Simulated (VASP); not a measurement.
Input of a VASP 6.6.1 run:

Contents of INCAR:

```
PREC = Accurate
ENCUT = 520
EDIFF = 1E-6
ISMEAR = 1
SIGMA = 0.1
LREAL = False
LASPH = True
NELM = 60
ALGO = Normal
ISIF = 2
LWAVE = False
LCHARG = False
GGA = PE
NBANDS = 15
```

File KPOINTS:

```
Automatic mesh
0
Gamma
  13 13 7
```

Contents of POSCAR:

```
Os
1.0
    2.7559294133      0.0000000000      0.0000000000
   -1.3779647066      2.3867048830      0.0000000000
    0.0000000000      0.0000000000      4.3426533301
Os
2
Direct
    0.3333333333      0.6666666667      0.2500000000
    0.6666666667      0.3333333333      0.7500000000
```

Potentials or basis: VASP PAW PBE potentials, release 64 (Os).

Run with:

```console
$ cat potpaw_PBE.64/Os/POTCAR > POTCAR
$ mpirun -np 1 vasp_std > vasp.out
```

Question: Estimate the pressure.

Answer: -0.4 GPa.

Question: Predict the band gap on the k mesh.

Answer: Zero (bands 8 and 9 overlap by 3.69 eV).

Stress tensor (GPa, compression positive):
```
-0.32  0.00  0.00
 0.00 -0.32  0.00
 0.00  0.00 -0.56
```

Caveat: spin-orbit coupling is left out, which moves the levels of the heavy elements.
